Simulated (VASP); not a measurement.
Input of a VASP 6.6.1 run:

INCAR

```
SYSTEM = Se
PREC = Accurate
ENCUT = 520
EDIFF = 1E-6
ISMEAR = 0
SIGMA = 0.1
LREAL = .FALSE.
LASPH = .TRUE.
NELM = 60
ALGO = Normal
ISIF = 2
LWAVE = .FALSE.
LCHARG = .FALSE.
GGA = PE
NBANDS = 13
```

Contents of KPOINTS:

```
Automatic mesh
0
G
  16 16 10
  0 0 0
```

Contents of POSCAR:

```
Se
1.0
    1.3892911734     -4.4545295802      0.0000000000
    1.3892911734      4.4545295802      0.0000000000
    0.0000000000      0.0000000000      4.7167054085
Se
2
Direct
    0.9433303675      0.0566696325      0.2500000000
    0.0566696325      0.9433303675      0.7500000000
```

Potentials or basis: VASP PAW PBE potentials, release 64 (Se).

Launch:

```bash
$ cat potpaw_PBE.64/Se/POTCAR > POTCAR
$ mpirun -np 1 vasp_std > vasp.out
```

Predict the band gap on the k mesh.

zero (bands 6 and 7 overlap by 3.58 eV).

Predict the pressure.

0.1 GPa.

What does it give for the largest force?

0.004 eV/Å.

Forces in eV/Å, atoms in the order of the input:
```
Se   0.000  0.004  0.000
Se   0.000 -0.004  0.000
```
